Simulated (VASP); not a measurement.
# Al (Pm-3m) in VASP: single point with HSE06

Aim: the single point of Al with HSE06.

Program: VASP 6.6.1. These are calculated values, not measurements. Logs are shortened: lines on timing, memory, paths and dates and some standing lists are left out, and cuts for length are marked.

## 1. The cell of the first run

The structure is cubic, space group Pm-3m (No. 221). Conventional cell: a = 2.722 Å, b = 2.722 Å, c = 2.722 Å, α = 90.00°, β = 90.00°, γ = 90.00°. Within 3.6 Å of Al (site symmetry m-3m) lie 6 Al at 2.72 Å.

This isn't the form of Al at room conditions, which is fcc.

## 2. Single point, HSE06

The input, POSCAR:

```
Al
1.0
    2.7218389360      0.0000000000      0.0000000000
    0.0000000000      2.7218389360      0.0000000000
    0.0000000000      0.0000000000      2.7218389360
Al
1
Direct
    0.0000000000      0.0000000000      0.0000000000
```

The input, INCAR.step1:

```
SYSTEM = Al
ALGO = Normal ; EDIFF = 1E-5
ENCUT = 520 ; GGA = PE
ISIF = 2 ; ISMEAR = -1
LASPH = .True. ; LCHARG = .False.
LREAL = .False. ; LWAVE = .True.
NBANDS = 8 ; NELM = 100
PREC = Accurate ; SIGMA = 0.1
```

The input, INCAR.step2:

```
SYSTEM = Al
ALGO = Normal ; EDIFF = 1E-7
ENCUT = 520 ; GGA = PE
HFSCREEN = 0.2079 ; ISIF = 2
ISMEAR = -1 ; ISTART = 1
LASPH = .True. ; LCHARG = .False.
LHFCALC = .True. ; LREAL = .False.
LWAVE = .False. ; NBANDS = 8
NELM = 100 ; PREC = Accurate
PRECFOCK = Normal ; SIGMA = 0.1
```

The input, KPOINTS:

```
k-points
0
Gamma
  6 6 6
  0 0 0
```

Potentials or basis: VASP PAW PBE potentials, release 64 (Al).

Command:

```
$ cat potpaw_PBE.64/Al/POTCAR > POTCAR
$ cp INCAR.step1 INCAR
$ mpirun -np 1 vasp_std > vasp.out
$ cp INCAR.step2 INCAR
$ mpirun -np 1 vasp_std > vasp.out
```

OUTCAR:

```text
SYSTEM = Al
   EDIFF = 1E-7
   ENCUT = 520
   GGA = PE
   HFSCREEN = 0.2079
   ISIF = 2
   ISMEAR = -1
   ISTART = 1
   LASPH = .True.
   LHFCALC = .True.
   LREAL = .False.
   NELM = 100
   PREC = Accurate
   PRECFOCK = Normal

 ion  position               nearest neighbor table
   1  0.000  0.000  0.000-

  LATTYP: Found a simple cubic cell.
 ALAT       =     2.7218389360

  Lattice vectors:

 A1 = (   2.7218389360,   0.0000000000,   0.0000000000)
 A2 = (   0.0000000000,   2.7218389360,   0.0000000000)
 A3 = (   0.0000000000,   0.0000000000,   2.7218389360)

Analysis of symmetry for initial positions (statically):
=====================================================================
 Subroutine PRICEL returns:
 Original cell was already a primitive cell.

 Routine SETGRP: Setting up the symmetry group for a
 simple cubic supercell.

 Subroutine GETGRP returns: Found 48 space group operations
 (whereof 48 operations were pure point group operations)
 out of a pool of 48 trial point group operations.

The static configuration has the point symmetry O_h .

Analysis of symmetry for dynamics (positions and initial velocities):
=====================================================================
 Subroutine PRICEL returns:
 Original cell was already a primitive cell.

 Routine SETGRP: Setting up the symmetry group for a
 simple cubic supercell.

 Subroutine GETGRP returns: Found 48 space group operations
 (whereof 48 operations were pure point group operations)
 out of a pool of 48 trial point group operations.

The dynamic configuration has the point symmetry O_h .

 Subroutine INISYM returns: Found 48 space group operations
 (whereof 48 operations are pure point group operations),
 and found     1 'primitive' translations

----------------------------------------------------------------------------------------

                                     Primitive cell

  volume of cell :      20.1645

  direct lattice vectors                    reciprocal lattice vectors
     2.721838936  0.000000000  0.000000000     0.367398668  0.000000000  0.000000000
     0.000000000  2.721838936  0.000000000     0.000000000  0.367398668  0.000000000
     0.000000000  0.000000000  2.721838936     0.000000000  0.000000000  0.367398668

  length of vectors
     2.721838936  2.721838936  2.721838936     0.367398668  0.367398668  0.367398668

  position of ions in fractional coordinates (direct lattice)
     0.000000000  0.000000000  0.000000000
[... 80 lines left out ...]
   TEBEG  =    0.0;   TEEND  =   0.0 temperature during run
   PSTRESS=    0.0 pullay stress
   NELECT =       3.0000    total number of electrons
   NUPDOWN=      -1.0000    fix difference up-down
   EMIN   =  10.00;   EMAX   =-10.00  energy-range for DOS
   EFERMI =   0.00;   METHOD = LEGACY
   ISMEAR =    -1;   SIGMA  =   0.10  broadening in eV -4-tet -1-fermi 0-gaus
   EFERMI_NEDOS =   21; number of points for ismear=-14 and -15
   IALGO  =     38    algorithm
   IMIX   =      1    mixing-type and parameters
     AMIX     =   0.40;   BMIX     =  1.00
     AMIX_MAG =   1.60;   BMIX_MAG =  1.00
  volume/ion in A,a.u.               =      20.16       136.08
  Fermi-wavevector in a.u.,A,eV,Ry     =   0.867467  1.639274 10.238364  0.752499
  Thomas-Fermi vector in A             =   1.986005
   LORBIT       =      0    0 simple, 1 ext, 2 COOP (PROOUT), +10 PAW based schemes
   GGA     = PE    functional components
   LHFCALC =     T    Hartree Fock is set to
   PRECFOCK=normal    Normal, Fast or Accurate (Low or Medium for compatibility)
   ENCUT4O =  -1.0   cutoff for four orbital integrals eV
   NKREDX  =     1    reduce k-point grid by
   NKREDY  =     1    reduce k-point grid by
   NKREDZ  =     1    reduce k-point grid by
   AEXX    =    0.2500 exact exchange contribution
   HFSCREEN=    0.2079 screening length (either q_TF or 0.3 A-1)
   HFSCREENC=   0.2079 screening length for correlation (either q_TF or 0.3 A-1)
   ENCUTFOCK=  -1.0 apply spherical cutoff to Coloumb kernel
   IVDW    =     0    specifies the selected vdW correction
   LEPSILON=     F    determine dielectric tensor
   LRPA    =     F    only Hartree local field effects (RPA)
 non-spin polarized calculation
  energy-cutoff  :      520.00
  volume of cell :       20.16
 maximum number of plane-waves:       554
  NGX = 16; NGY = 16; NGZ = 16

 number of electron       3.0000000 magnetization

 Free energy of the ion-electron system (eV)
  ---------------------------------------------------
  ext. energy  EPLUGINS =         0.00000000
  ---------------------------------------------------
  free energy    TOTEN  =        -3.61693090 eV

  energy without entropy =       -3.58852200  energy(sigma->0) =       -3.60272645

 E-fermi :   5.5814     XC(G=0):  -7.8311

 val. band max:        5.5485891792   @ k =   0.5000   0.5000   0.1667
 cond. band min:       5.6977230635   @ k =   0.3333   0.1667   0.1667
 fundamental gap:      0.1491338843
 Fermi energy:         5.5814051355

 k-point     1 :       0.0000    0.0000    0.0000
  band No.  band energies     occupation
      1      -5.3401      2.00000
      2      14.4535      0.00000
      3      14.4535      0.00000
      4      15.5875      0.00000
      5      15.5875      0.00000
      6      15.5875      0.00000
      7      21.8555      0.00000
      8      31.0171      0.00000
[... 199 lines left out ...]
 k-point    20 :       0.5000    0.5000    0.5000
  band No.  band energies     occupation
      1      10.1271      0.00000
      2      10.1271      0.00000
      3      10.1271      0.00000
      4      12.7058      0.00000
      5      12.7058      0.00000
      6      12.7058      0.00000
      7      14.1721      0.00000
      8      16.3001      0.00000

------------------------ aborting loop because EDIFF is reached ----------------------------------------

  FORCE on cell =-STRESS in cart. coord.  units (eV):
  Direction    XX          YY          ZZ          XY          YZ          ZX
  --------------------------------------------------------------------------------------
  -------------------------------------------------------------------------------------
  Total       -0.0290383     -0.0290383     -0.0290383     -0.0000000     -0.0000000      0.0000000
  in kB       -2.3072526     -2.3072526     -2.3072526     -0.0000000     -0.0000000      0.0000000
  external PRESSURE =      -2.3072526 kB  Pullay stress =       0.0000000 kB

 VOLUME and BASIS-vectors are now :
 -----------------------------------------------------------------------------
  energy-cutoff  :      520.00
  volume of cell :       20.16
      direct lattice vectors                 reciprocal lattice vectors
     2.721838936  0.000000000  0.000000000     0.367398668  0.000000000  0.000000000
     0.000000000  2.721838936  0.000000000     0.000000000  0.367398668  0.000000000
     0.000000000  0.000000000  2.721838936     0.000000000  0.000000000  0.367398668

 POSITION                                       TOTAL-FORCE (eV/Angst)
 -----------------------------------------------------------------------------------
      0.00000      0.00000      0.00000         0.000000      0.000000      0.000000
 -----------------------------------------------------------------------------------
    total drift:                               -0.000000     -0.000000     -0.000000

  FREE ENERGIE OF THE ION-ELECTRON SYSTEM (eV)
  ---------------------------------------------------
  free  energy   TOTEN  =        -3.6169308990 eV

  energy  without entropy=       -3.5885220009  energy(sigma->0) =       -3.60272645
```

It took 1.9 min on 1 thread of Intel Xeon 8259CL, shared host; peak memory 0.22 GiB.

What came out:

* Free energy: -3.6169 eV
* Pressure: -0.2 GPa
* Band gap on the k mesh: zero (an odd number of electrons rules out a gap without spin polarisation)

Levels at points of the mesh, in eV from the Fermi level:
```csv
k point,band 1,band 2,band 3,band 4
"(0.00, 0.00, 0.00)",-10.92,8.87,8.87,10.01
"(0.50, 0.00, 0.00)",-5.95,-4.68,11.64,13.73
"(0.50, 0.50, 0.00)",-0.60,-0.60,-0.21,2.54
"(0.50, 0.50, 0.50)",4.55,4.55,4.55,7.12
```

Caveat: the k points lie up to 0.38 Å⁻¹ apart, too coarse for converged energies and pressures of a metal; the PAW data sets were made with another functional, which shifts forces and pressure a little.
